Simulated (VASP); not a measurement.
Here is a VASP 6.6.1 calculation.

File INCAR:

```
  ALGO = Normal
  EDIFF = 1E-6
  ENCUT = 600
  GGA = PE
  GGA_COMPAT = F
  ISIF = 2
  ISMEAR = -1
  LASPH = T
  LCHARG = F
  LREAL = F
  LWAVE = F
  NBANDS = 11
  NELM = 120
  PREC = Accurate
  SIGMA = 0.0272
```

Contents of KPOINTS:

```
k-points
0
Gamma
  10 10 10
```

File POSCAR:

```
C
1.0
    0.0000000000      1.7863159877      1.7863159877
    1.7863159877      0.0000000000      1.7863159877
    1.7863159877      1.7863159877      0.0000000000
C
2
Direct
    0.8750000000      0.8750000000      0.8750000000
    0.1250000000      0.1250000000      0.1250000000
```

Potentials or basis: VASP PAW PBE potentials, release 64 (C).

Command:

```sh
$ cat potpaw_PBE.64/C/POTCAR > POTCAR
$ mpirun -np 1 vasp_std > vasp.out
```

Task: Estimate the band gap on the k mesh.

Result: 4.16 eV, indirect (least direct gap 5.58 eV).

Task: Estimate the pressure.

Result: -0.4 GPa.

A k mesh can miss the band edges.
